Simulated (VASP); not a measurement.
Runs of VASP 6.6.1 on Os. The structure is that of space group Fm-3m (No. 225), or close to it. The cells are those of the table. 

```csv
cell,gap on the mesh (eV),pressure (GPa)
"a = 2.772, b = 2.772, c = 2.833 Å, angles 59.3, 59.3, 61.5°, 1 atom",none,-32.8
"a = 2.751, b = 2.751, c = 2.709 Å, angles 60.5, 60.5, 59.0°, 1 atom",none,(a)
"a = 2.751, b = 2.751, c = 2.792 Å, angles 59.5, 59.5, 61.0°, 1 atom",none,-24.6
"a = 2.792, b = 2.792, c = 2.751 Å, angles 60.5, 60.5, 59.0°, 1 atom",none,-29.0
"a = 2.772, b = 2.772, c = 2.709 Å, angles 60.7, 60.7, 58.5°, 1 atom",none,-19.5
"a = 2.813, b = 2.813, c = 2.833 Å, angles 59.8, 59.8, 60.5°, 1 atom",none,-40.2
"a = 2.813, b = 2.813, c = 2.792 Å, angles 60.2, 60.2, 59.5°, 1 atom",none,(c)
"a = 2.792, b = 2.792, c = 2.833 Å, angles 59.5, 59.5, 61.0°, 1 atom",none,(b)
"a = 2.771, b = 2.771, c = 2.751 Å, angles 60.2, 60.2, 59.5°, 1 atom",none,-24.8
"a = 2.731, b = 2.731, c = 2.792 Å, angles 59.3, 59.3, 61.5°, 1 atom",none,-19.5
"a = 2.771, b = 2.771, c = 2.792 Å, angles 59.8, 59.8, 60.5°, 1 atom",none,-29.2
```

Alike in all rows: task single point; level PBEsol; potentials or basis VASP PAW PBE potentials, release 64 (Os); no spin polarisation; k mesh 20 × 20 × 20; cutoff (eV) 520; smearing gaussian 0.15 eV.

**Question.** Estimate the missing entries.

**Answer.** (a) -14.6; (b) -36.7; (c) -36.8.

Caveats: the PAW data sets were made with another functional, which shifts forces and pressure a little; spin-orbit coupling is left out, which moves the levels of the heavy elements.

A k mesh can miss the band edges, and the runs leave out spin-orbit coupling on Os.

A gap of «none» marks levels without a gap at the run's occupations.
